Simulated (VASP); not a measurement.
# MgO (P1) in VASP: relaxation of cell and atoms with PBE

Aim: the relaxation of cell and atoms of MgO with PBE.

Program: VASP 6.6.1. These are calculated values, not measurements. Logs are shortened: lines on timing, memory, paths and dates and some standing lists are left out, and cuts for length are marked.

## 1. The cell of the first run

The typed cell holds 8 atoms: a = 3.063 Å, b = 5.172 Å, c = 5.406 Å, α = 112.35°, β = 87.91°, γ = 89.82°.

## 2. Relaxation of cell and atoms, PBE

INCAR reads:

```
SYSTEM = MgO
PREC = Accurate ; ENCUT = 600
EDIFF = 1E-7 ; ISMEAR = 0
SIGMA = 0.1 ; LREAL = .False.
LASPH = .True. ; NELM = 100
ALGO = Normal ; ISIF = 3
LWAVE = .False. ; LCHARG = .False.
GGA = PE ; IBRION = 2
NSW = 80 ; EDIFFG = -0.025
```

KPOINTS reads:

```
regular mesh
0
Gamma
  4 4 4
  0 0 0
```

POSCAR reads:

```
MgO
1.0
    2.2040023238      2.1275120008     -0.0311649033
    2.0171194905     -2.0029589740      4.3212210155
    2.2232857682     -2.0844656387     -4.4650574867
Mg O
4 4
Direct
   -0.0600550737      0.0273643181      0.0039464423
    0.5009708595      0.4754011496      0.0083492796
    0.4796124081      1.0333971004      0.4853855122
    0.0587001010      0.5081009299      0.4975920324
    0.0507062676      0.2210635833      0.7271796979
    0.4885211533      0.7546230394      0.7594194944
    0.5074537916      0.2345270343      0.2765602902
   -0.0259095075      0.7455228451      0.2415672509
```

Potentials or basis: VASP PAW PBE potentials, release 64 (Mg, O).

The run is started by

```
$ cat potpaw_PBE.64/Mg/POTCAR potpaw_PBE.64/O/POTCAR > POTCAR
$ mpirun -np 1 vasp_std > vasp.out
```

OUTCAR:

```text
SYSTEM = MgO
   PREC = Accurate
   ENCUT = 600
   EDIFF = 1E-7
   ISMEAR = 0
   LREAL = .False.
   LASPH = .True.
   NELM = 100
   ISIF = 3
   GGA = PE
   IBRION = 2
   NSW = 80
   EDIFFG = -0.025

 ion  position               nearest neighbor table
   1  0.940  0.027  0.004-   7 1.93   6 2.09   5 2.11   6 2.23   8 2.28   7 2.31   2 2.67   2 2.88
                             3 2.90   4 2.91   4 3.03   3 3.12   2 3.17   3 3.19   3 3.21   2 3.34
   2  0.501  0.475  0.008-   8 2.11   5 2.14   8 2.16   7 2.24   5 2.27   6 2.32   1 2.67   4 2.87
                             1 2.88   3 2.88   3 3.05   4 3.15   1 3.17   4 3.18   4 3.25   1 3.34
   3  0.480  0.033  0.485-   7 1.80   5 1.81   8 2.14   5 2.22   8 2.24   6 2.43   4 2.75   2 2.88
                             1 2.90   4 3.02   4 3.03   2 3.05   1 3.12   1 3.19   1 3.21   4 3.26
   4  0.059  0.508  0.498-   7 1.98   6 2.03   8 2.19   6 2.26   5 2.27   7 2.27   3 2.75   2 2.87
                             1 2.91   3 3.02   1 3.03   3 3.03   2 3.15   2 3.18   2 3.25   3 3.26
   5  0.051  0.221  0.727-   3 1.81   1 2.11   2 2.14   3 2.22   4 2.27   2 2.27
   6  0.489  0.755  0.759-   4 2.03   1 2.09   1 2.23   4 2.26   2 2.32   3 2.43
   7  0.507  0.235  0.277-   3 1.80   1 1.93   4 1.98   2 2.24   4 2.27   1 2.31
   8  0.974  0.746  0.242-   2 2.11   3 2.14   2 2.16   4 2.19   3 2.24   1 2.28

  LATTYP: Found a triclinic cell.
 ALAT       =     5.8914145715
 B/A-ratio  =     0.8779529862
 C/A-ratio  =     0.5199904306
 COS(alpha) =     0.0031394638
 COS(beta)  =     0.0362529136
 COS(gamma) =     0.5289592824

  Lattice vectors:

 A1 = (  -4.2404052587,   4.0874246127,   0.1438364712)
 A2 = (  -2.0171194905,   2.0029589740,  -4.3212210155)
 A3 = (  -2.2040023238,  -2.1275120008,   0.0311649033)

Analysis of symmetry for initial positions (statically):
=====================================================================
 Subroutine PRICEL returns:
 Original cell was already a primitive cell.

 Routine SETGRP: Setting up the symmetry group for a
 triclinic supercell.

 Subroutine GETGRP returns: Found  1 space group operations
 (whereof  1 operations were pure point group operations)
 out of a pool of  2 trial point group operations.

The static configuration has the point symmetry C_1 .

Analysis of symmetry for dynamics (positions and initial velocities):
=====================================================================
 Subroutine PRICEL returns:
 Original cell was already a primitive cell.

 Routine SETGRP: Setting up the symmetry group for a
[... 135 lines left out ...]
   IALGO  =     38    algorithm
   IMIX   =      4    mixing-type and parameters
     AMIX     =   0.40;   BMIX     =  1.00
     AMIX_MAG =   1.60;   BMIX_MAG =  1.00
  volume/ion in A,a.u.               =       9.89        66.77
  Fermi-wavevector in a.u.,A,eV,Ry     =   1.210491  2.287497 19.936474  1.465290
  Thomas-Fermi vector in A             =   2.346036
   LORBIT       =      0    0 simple, 1 ext, 2 COOP (PROOUT), +10 PAW based schemes
   GGA     = PE    functional components
   LHFCALC =     F    Hartree Fock is set to
   AEXX    =    0.0000 exact exchange contribution
   IVDW    =     0    specifies the selected vdW correction
   LEPSILON=     F    determine dielectric tensor
   LRPA    =     F    only Hartree local field effects (RPA)
 conjugate gradient relaxation of ions
 non-spin polarized calculation
 Gauss-broadening in eV      SIGMA  =   0.10
  energy-cutoff  :      600.00
  volume of cell :       79.16
 maximum number of plane-waves:      2657
   NGX = 13   NGY = 21   NGZ = 21

--------------------------------------- Ionic step        1  -------------------------------------------

 number of electron      31.9999997 magnetization

 Free energy of the ion-electron system (eV)
  ---------------------------------------------------
  ext. energy  EPLUGINS =         0.00000000
  ---------------------------------------------------
  free energy    TOTEN  =       -45.81418754 eV

  energy without entropy =      -45.81418754  energy(sigma->0) =      -45.81418754

------------------------ aborting loop because EDIFF is reached ----------------------------------------

  FORCE on cell =-STRESS in cart. coord.  units (eV):
  Direction    XX          YY          ZZ          XY          YZ          ZX
  --------------------------------------------------------------------------------------
  -------------------------------------------------------------------------------------
  Total       -2.1331126      5.1028222      1.7577893     -2.0302752     -0.3733432      2.3655157
  in kB      -43.1752683    103.2836796     35.5785370    -41.0937877     -7.5566539     47.8792249
  external PRESSURE =      31.8956495 kB  Pullay stress =       0.0000000 kB
[... 107 lines left out ...]
  FREE ENERGIE OF THE ION-ELECTRON SYSTEM (eV)
  ---------------------------------------------------
  free  energy   TOTEN  =       -47.2467877564 eV

  energy  without entropy=      -47.2467877564  energy(sigma->0) =      -47.24678776

[... ionic steps 4 to 9 ...]

--------------------------------------- Ionic step       10  -------------------------------------------

 number of electron      32.0000009 magnetization

------------------------ aborting loop because EDIFF is reached ----------------------------------------
[... 79 lines left out ...]
--------------------------------------- Ionic step       12  -------------------------------------------

 number of electron      32.0000009 magnetization

 Free energy of the ion-electron system (eV)
  ---------------------------------------------------
  ext. energy  EPLUGINS =         0.00000000
  ---------------------------------------------------
  free energy    TOTEN  =       -47.65802967 eV

  energy without entropy =      -47.65802967  energy(sigma->0) =      -47.65802967

 E-fermi :   3.4574     XC(G=0): -10.9675

 val. band max:        3.0165521687   @ k =   0.0000   0.0000   0.0000
 cond. band min:       7.5162855890   @ k =   0.0000   0.0000   0.0000
 fundamental gap:      4.4997334204
 Fermi energy:         3.4574115135

 k-point     1 :       0.0000    0.0000    0.0000
  band No.  band energies     occupation
      1     -14.1305      2.00000
      2     -12.9046      2.00000
      3     -12.9038      2.00000
      4     -12.6542      2.00000
      5      -1.5012      2.00000
      6      -1.4998      2.00000
[... 565 lines left out ...]
     20      12.5527      0.00000
     21      14.3836      0.00000

 [... further k-points ...]
[... 5 lines left out ...]
  --------------------------------------------------------------------------------------
  -------------------------------------------------------------------------------------
  Total       -0.0115642     -0.0270180     -0.0282446     -0.0085931     -0.0111486      0.0145438
  in kB       -0.2422097     -0.5658842     -0.5915756     -0.1799800     -0.2335042      0.3046152
  external PRESSURE =      -0.4665565 kB  Pullay stress =       0.0000000 kB
[... 23 lines left out ...]
  FREE ENERGIE OF THE ION-ELECTRON SYSTEM (eV)
  ---------------------------------------------------
  free  energy   TOTEN  =       -47.6580296706 eV

  energy  without entropy=      -47.6580296706  energy(sigma->0) =      -47.65802967

 reached required accuracy - stopping structural energy minimisation
```

OSZICAR:

```text
N       E                     dE             d eps       ncg     rms          rms(c)
DAV:   1     0.187709311057E+03    0.18771E+03   -0.17283E+04  1528   0.154E+03
DAV:   2    -0.403117945976E+02   -0.22802E+03   -0.21893E+03  2111   0.302E+02
DAV:   3    -0.526150392720E+02   -0.12303E+02   -0.12252E+02  1862   0.766E+01
[... 127 lines left out ...]
DAV:   4    -0.476580305492E+02    0.16656E-04   -0.30008E-05  1857   0.451E-02    0.625E-03
DAV:   5    -0.476580299336E+02    0.61561E-06   -0.55024E-06  1802   0.166E-02    0.252E-03
DAV:   6    -0.476580297927E+02    0.14092E-06   -0.12313E-07  1226   0.317E-03    0.155E-03
DAV:   7    -0.476580296908E+02    0.10183E-06   -0.17537E-07  1111   0.306E-03    0.235E-04
DAV:   8    -0.476580296706E+02    0.20231E-07   -0.20118E-08  1121   0.109E-03
  12 F= -.47658030E+02 E0= -.47658030E+02  d E =-.315608E-03
```

Run time: 8.4 min. Hardware: 1 thread of Intel Xeon Platinum 8259CL at 2.50GHz (Skylake/Cascade Lake), shared host; peak memory 0.26 GiB.

What came out:

```
Free energy                            : -47.6580 eV
Relaxed volume                         : 9.56 Å³/atom
Relaxed cell                           : a = 3.003 Å, b = 5.197 Å, c = 5.198 Å, α = 109.47°, β = 90.01°, γ = 90.01°
Space group after relaxing (to 0.05 Å) : Fm-3m (No. 225)
Energy gained by relaxing              : 230.5 meV/atom
Ionic steps                            : 12
Pressure after relaxing                : 0.0 GPa
Largest force after relaxing           : 0.020 eV/Å
Band gap on the k mesh                 : 4.50 eV, direct
```

Forces on the atoms (eV/Å):
```
Mg  -0.002  0.003 -0.004
Mg   0.010  0.003  0.016
Mg  -0.008 -0.001 -0.004
Mg  -0.001 -0.002 -0.003
O    0.004  0.004  0.004
O    0.000  0.003  0.006
O    0.000  0.000 -0.015
O   -0.004 -0.009 -0.001
```

Step by step:
```tsv
step	energy change (eV)	largest force (eV/Å)	pressure (GPa)	volume (Å³)
1	0.0000	4.6098	3.19	79.16
2	-1.3746	1.7683	-6.41	81.37
3	-1.4326	1.2554	-5.80	80.94
4	-1.7029	0.8622	-0.21	77.07
5	-1.7339	0.6708	2.98	75.35
6	-1.8185	0.3069	0.65	76.21
7	-1.8275	0.3353	-0.21	76.61
8	-1.8418	0.0992	-0.24	76.60
9	-1.8418	0.1047	-0.24	76.60
10	-1.8435	0.0332	0.12	76.42
11	-1.8435	0.0401	0.20	76.37
12	-1.8438	0.0197	-0.05	76.50
```

Final structure:
```cif
data_structure
_symmetry_space_group_name_H-M 'P 1'
_symmetry_Int_Tables_number 1
_cell_length_a 3.0030
_cell_length_b 5.1973
_cell_length_c 5.1984
_cell_angle_alpha 109.467
_cell_angle_beta 90.006
_cell_angle_gamma 90.012
_cell_volume 76.50
loop_
_atom_site_label
_atom_site_type_symbol
_atom_site_fract_x
_atom_site_fract_y
_atom_site_fract_z
_atom_site_occupancy
Mg1 Mg 0.99992 0.99996 0.99997 1
Mg2 Mg 0.49953 0.49974 0.00011 1
Mg3 Mg 0.50037 0.00012 0.49997 1
Mg4 Mg 0.00009 0.50015 0.50006 1
O1 O 0.99969 0.24988 0.74995 1
O2 O 0.49994 0.74993 0.75011 1
O3 O 0.50004 0.25020 0.24985 1
O4 O 0.00042 0.75003 0.24999 1
```

Caveat: the k points lie up to 0.52 Å⁻¹ apart in the final cell. As with any semilocal functional, this PBE gap is likely too small.
